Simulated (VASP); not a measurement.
# BaS (Fm-3m) in VASP: single point with LDA

Aim: the single point of BaS with LDA.

Everything below comes from runs of VASP 6.6.1. Logs are shortened: lines on timing, memory, paths and dates and some standing lists are left out, and cuts for length are marked.

## Step 1: The cell of the first run

The structure is cubic, space group Fm-3m (No. 225). Conventional cell: a = 6.388 Å, b = 6.388 Å, c = 6.388 Å, α = 90.00°, β = 90.00°, γ = 90.00°. Ba (site symmetry m-3m) has 6 S at 3.19 Å within 4.2 Å. S (site symmetry m-3m) has 6 Ba at 3.19 Å within 4.2 Å.

## Step 2: Single point, LDA

Contents of INCAR:

```
SYSTEM = BaS
PREC = Accurate
ENCUT = 500
EDIFF = 1E-6
ISMEAR = 0
SIGMA = 0.01
LREAL = .FALSE.
LASPH = .TRUE.
NELM = 120
ALGO = Normal
ISIF = 2
LWAVE = .FALSE.
LCHARG = .FALSE.
GGA = CA
NBANDS = 15
GGA_COMPAT = .FALSE.
```

Contents of KPOINTS:

```
Automatic mesh
0
G
  3 3 3
  0 0 0
```

Contents of POSCAR:

```
BaS
1.0
    0.0000000000      3.1937500000      3.1937500000
    3.1937500000      0.0000000000      3.1937500000
    3.1937500000      3.1937500000      0.0000000000
Ba S
1 1
Direct
    0.0000000000      0.0000000000      0.0000000000
    0.5000000000      0.5000000000      0.5000000000
```

Potentials or basis: VASP PAW LDA potentials, release 64 (Ba_sv, S).

Run with:

```bash
$ cat potpaw_LDA.64/Ba_sv/POTCAR potpaw_LDA.64/S/POTCAR > POTCAR
$ mpirun -np 1 vasp_std > vasp.out
```

OUTCAR:

```text
SYSTEM = BaS
   PREC = Accurate
   ENCUT = 500
   EDIFF = 1E-6
   ISMEAR = 0
   LREAL = .FALSE.
   LASPH = .TRUE.
   NELM = 120
   ISIF = 2
   GGA = CA

 ion  position               nearest neighbor table
   1  0.000  0.000  0.000-   2 3.19   2 3.19   2 3.19   2 3.19   2 3.19   2 3.19
   2  0.500  0.500  0.500-   1 3.19   1 3.19   1 3.19   1 3.19   1 3.19   1 3.19

  LATTYP: Found a face centered cubic cell.
 ALAT       =     6.3875000000

  Lattice vectors:

 A1 = (   0.0000000000,   3.1937500000,   3.1937500000)
 A2 = (   3.1937500000,   0.0000000000,   3.1937500000)
 A3 = (   3.1937500000,   3.1937500000,   0.0000000000)

Analysis of symmetry for initial positions (statically):
=====================================================================
 Subroutine PRICEL returns:
 Original cell was already a primitive cell.

 Routine SETGRP: Setting up the symmetry group for a
 face centered cubic supercell.

 Subroutine GETGRP returns: Found 48 space group operations
 (whereof 48 operations were pure point group operations)
 out of a pool of 48 trial point group operations.

The static configuration has the point symmetry O_h .

Analysis of symmetry for dynamics (positions and initial velocities):
=====================================================================
 Subroutine PRICEL returns:
 Original cell was already a primitive cell.

 Routine SETGRP: Setting up the symmetry group for a
 face centered cubic supercell.

 Subroutine GETGRP returns: Found 48 space group operations
 (whereof 48 operations were pure point group operations)
 out of a pool of 48 trial point group operations.

The dynamic configuration has the point symmetry O_h .

 Subroutine INISYM returns: Found 48 space group operations
 (whereof 48 operations are pure point group operations),
 and found     1 'primitive' translations

----------------------------------------------------------------------------------------

                                     Primitive cell

  volume of cell :      65.1527

  direct lattice vectors                    reciprocal lattice vectors
     0.000000000  3.193750000  3.193750000    -0.156555773  0.156555773  0.156555773
     3.193750000  0.000000000  3.193750000     0.156555773 -0.156555773  0.156555773
     3.193750000  3.193750000  0.000000000     0.156555773  0.156555773 -0.156555773

  length of vectors
     4.516644565  4.516644565  4.516644565     0.271162553  0.271162553  0.271162553

  position of ions in fractional coordinates (direct lattice)
     0.000000000  0.000000000  0.000000000
     0.500000000  0.500000000  0.500000000

  ion indices of the primitive-cell ions
   primitive index   ion index
                 1           1
                 2           2

----------------------------------------------------------------------------------------

 KPOINTS: Automatic mesh

Automatic generation of k-mesh.
 Grid dimensions read from file:
 generate k-points for:    3    3    3

 Generating k-lattice:

  Cartesian coordinates                     Fractional coordinates (reciprocal lattice)
    -0.052185258  0.052185258  0.052185258     0.333333333  0.000000000  0.000000000
     0.052185258 -0.052185258  0.052185258     0.000000000  0.333333333  0.000000000
     0.052185258  0.052185258 -0.052185258     0.000000000  0.000000000  0.333333333

  Length of vectors
     0.090387518  0.090387518  0.090387518

  Shift w.r.t. Gamma in fractional coordinates (k-lattice)
     0.000000000  0.000000000  0.000000000

 Subroutine IBZKPT returns following result:
 ===========================================

 Found      4 irreducible k-points:

 Following reciprocal coordinates:
            Coordinates               Weight
  0.000000  0.000000  0.000000      1.000000
  0.333333  0.000000  0.000000      8.000000
  0.333333  0.333333  0.000000      6.000000
 -0.333333  0.333333  0.000000     12.000000
   k-points           NKPTS =      4   k-points in BZ     NKDIM =      4   number of bands    NBANDS=     15
   number of dos      NEDOS =    301   number of ions     NIONS =      2
   total plane-waves  NPLWV =  46656
   dimension x,y,z NGX =    36 NGY =   36 NGZ =   36
   dimension x,y,z NGXF=    72 NGYF=   72 NGZF=   72
   ions per type =               1   1
   NGX,Y,Z   is equivalent  to a cutoff of  13.25, 13.25, 13.25 a.u.
   NGXF,Y,Z  is equivalent  to a cutoff of  26.50, 26.50, 26.50 a.u.
 SYSTEM =  BaS
   PREC   = accura    normal or accurate (medium, high low for compatibility)
   ISTART =      0    job   : 0-new  1-cont  2-samecut
   ICHARG =      2    charge: 1-file 2-atom 10-const
   ISPIN  =      1    spin polarized calculation?
   LNONCOLLINEAR =      F non collinear calculations
   LSORBIT =      F    spin-orbit coupling
   LASPH  =      T    aspherical Exc in radial PAW
   ENCUT  =  500.0 eV  36.75 Ry    6.06 a.u.   8.23  8.23  8.23*2*pi/ulx,y,z
   NELM   =    120;   NELMIN=  2; NELMDL= -5     # of ELM steps
   EDIFF  = 0.1E-05   stopping-criterion for ELM
   LREAL  =      F    real-space projection
[... 7 lines left out ...]
   TEBEG  =    0.0;   TEEND  =   0.0 temperature during run
   PSTRESS=    0.0 pullay stress
   NELECT =      16.0000    total number of electrons
   NUPDOWN=      -1.0000    fix difference up-down
   EMIN   =  10.00;   EMAX   =-10.00  energy-range for DOS
   EFERMI =   0.00;   METHOD = LEGACY
   ISMEAR =     0;   SIGMA  =   0.01  broadening in eV -4-tet -1-fermi 0-gaus
   EFERMI_NEDOS =   21; number of points for ismear=-14 and -15
   IALGO  =     38    algorithm
   IMIX   =      4    mixing-type and parameters
     AMIX     =   0.40;   BMIX     =  1.00
     AMIX_MAG =   1.60;   BMIX_MAG =  1.00
  volume/ion in A,a.u.               =      32.58       219.84
  Fermi-wavevector in a.u.,A,eV,Ry     =   1.025189  1.937326 14.299891  1.051012
  Thomas-Fermi vector in A             =   2.159016
   LORBIT       =      0    0 simple, 1 ext, 2 COOP (PROOUT), +10 PAW based schemes
   GGA     = CA    functional components
   LHFCALC =     F    Hartree Fock is set to
   AEXX    =    0.0000 exact exchange contribution
   IVDW    =     0    specifies the selected vdW correction
   LEPSILON=     F    determine dielectric tensor
   LRPA    =     F    only Hartree local field effects (RPA)
 non-spin polarized calculation
 Gauss-broadening in eV      SIGMA  =   0.01
  energy-cutoff  :      500.00
  volume of cell :       65.15
 maximum number of plane-waves:      1668
 NGX is ok and might be reduce to    36
   NGX = 17   NGY = 17   NGZ = 17

 number of electron      16.0000001 magnetization

 Free energy of the ion-electron system (eV)
  ---------------------------------------------------
  ext. energy  EPLUGINS =         0.00000000
  ---------------------------------------------------
  free energy    TOTEN  =       -11.12158411 eV

  energy without entropy =      -11.12158411  energy(sigma->0) =      -11.12158411

 E-fermi :   1.3441     XC(G=0):  -8.9872

 val. band max:        1.2737825874   @ k =   0.0000   0.0000   0.0000
 cond. band min:       3.4644523766   @ k =   0.3333   0.3333   0.0000
 fundamental gap:      2.1906697893
 Fermi energy:         1.3440988611

 k-point     1 :       0.0000    0.0000    0.0000
  band No.  band energies     occupation
      1     -24.7715      2.00000
      2      -9.8436      2.00000
      3      -9.8436      2.00000
      4      -9.8436      2.00000
      5      -9.0364      2.00000
      6       1.2738      2.00000
      7       1.2738      2.00000
      8       1.2738      2.00000
      9       4.5599      0.00000
     10       4.9399      0.00000
     11       4.9399      0.00000
     12       4.9399      0.00000
     13       5.9266      0.00000
     14       5.9266      0.00000
     15       9.6859      0.00000

 k-point     2 :       0.3333    0.0000    0.0000
  band No.  band energies     occupation
      1     -24.7368      2.00000
      2     -10.8053      2.00000
      3      -9.8746      2.00000
      4      -9.8746      2.00000
      5      -7.9986      2.00000
      6      -0.3770      2.00000
      7       0.3721      2.00000
      8       0.3721      2.00000
      9       5.5232      0.00000
     10       6.4536      0.00000
     11       6.4536      0.00000
     12       7.0655      0.00000
     13       8.4870      0.00000
     14       8.4870      0.00000
     15      11.4540      0.00000

 k-point     3 :       0.3333    0.3333    0.0000
  band No.  band energies     occupation
      1     -24.7263      2.00000
      2     -10.4737      2.00000
      3      -9.9940      2.00000
      4      -9.9940      2.00000
      5      -8.5637      2.00000
      6       0.1011      2.00000
      7       1.0941      2.00000
      8       1.0941      2.00000
      9       3.4645      0.00000
     10       6.2664      0.00000
     11       6.7439      0.00000
     12       7.8343      0.00000
     13       7.8343      0.00000
     14       9.9430      0.00000
     15      10.8045      0.00000

 k-point     4 :      -0.3333    0.3333    0.0000
  band No.  band energies     occupation
      1     -24.7146      2.00000
      2     -10.6236      2.00000
      3     -10.2078      2.00000
      4      -9.9517      2.00000
      5      -8.2432      2.00000
      6      -0.0596      2.00000
      7       0.4354      2.00000
      8       0.7085      2.00000
      9       5.1149      0.00000
     10       6.4907      0.00000
     11       7.3928      0.00000
     12       7.5067      0.00000
     13       9.2732      0.00000
     14       9.5592      0.00000
     15      11.2852      0.00000

------------------------ aborting loop because EDIFF is reached ----------------------------------------

  FORCE on cell =-STRESS in cart. coord.  units (eV):
  Direction    XX          YY          ZZ          XY          YZ          ZX
  --------------------------------------------------------------------------------------
  -------------------------------------------------------------------------------------
  Total       -0.6506920     -0.6506920     -0.6506920      0.0000000     -0.0000000     -0.0000000
  in kB      -16.0012288    -16.0012288    -16.0012288      0.0000000     -0.0000000     -0.0000000
  external PRESSURE =     -16.0012288 kB  Pullay stress =       0.0000000 kB

 VOLUME and BASIS-vectors are now :
 -----------------------------------------------------------------------------
  energy-cutoff  :      500.00
  volume of cell :       65.15
      direct lattice vectors                 reciprocal lattice vectors
     0.000000000  3.193750000  3.193750000    -0.156555773  0.156555773  0.156555773
     3.193750000  0.000000000  3.193750000     0.156555773 -0.156555773  0.156555773
     3.193750000  3.193750000  0.000000000     0.156555773  0.156555773 -0.156555773

 POSITION                                       TOTAL-FORCE (eV/Angst)
 -----------------------------------------------------------------------------------
      0.00000      0.00000      0.00000         0.000000      0.000000     -0.000000
      3.19375      3.19375      3.19375        -0.000000     -0.000000      0.000000
 -----------------------------------------------------------------------------------
    total drift:                                0.000000      0.000000      0.000000

  FREE ENERGIE OF THE ION-ELECTRON SYSTEM (eV)
  ---------------------------------------------------
  free  energy   TOTEN  =       -11.1215841128 eV

  energy  without entropy=      -11.1215841128  energy(sigma->0) =      -11.12158411
```

Wall time 2.6 s (1 thread of Intel Xeon 6975P-C (Granite Rapids), shared host); peak memory 0.16 GiB.

Results:

```yaml
Free_energy: -11.1216 eV
Pressure: -1.6 GPa
Band_gap_on_the_k_mesh: 2.19 eV, indirect (least direct gap 2.37 eV)
```

Caveat: the k points lie up to 0.57 Å⁻¹ apart; spin-orbit coupling is left out, which moves the levels of the heavy elements. A k mesh can miss the band edges.
